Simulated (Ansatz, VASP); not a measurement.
# ZnCu in VASP and in Ansatz

```
Zn Cu
1.0
     2.86884    0.00000    0.00000
     0.00000    2.86884    0.00000
     0.00000    0.00000    2.86884
Zn Cu
1 1
Cartesian
  1.4344 1.4344 1.4344
  0.0000 0.0000 0.0000
```

Alike in both runs: functional LDA; k mesh 11 × 11 × 11; occupations fermi-dirac, width 0.1 eV; no spin polarisation.

Ansatz relaxed the structure, and its values are those at the end. VASP's run is a single point on that final structure, the one shown.

|  | VASP | Ansatz |
| --- | --- | --- |
| version | VASP 6.6.1 | Ansatz 0.2.0 |
| potentials or method | VASP PAW LDA potentials, release 64 (Zn, Cu), cutoff 520 eV | PAW plane waves |
| valence electrons in the cell | 23 | 31 |

|  | VASP | Ansatz | Ansatz less VASP |
| --- | --- | --- | --- |
| gap on the k mesh at the Fermi level (eV) | none | none | - |
| pressure (GPa) | 1.1 | 0.0 | -1.07 |

Ansatz warns that its potentials were made for another functional, while VASP's fit it. LDA's correlation is that of Perdew and Zunger in VASP and of Perdew and Wang (1992) in Ansatz. A gap of «none» marks a metal or a gap that the smearing closes. VASP's potentials hold 23 valence electrons a cell and Ansatz's 31, so a difference there can come from the potentials and not from the codes.
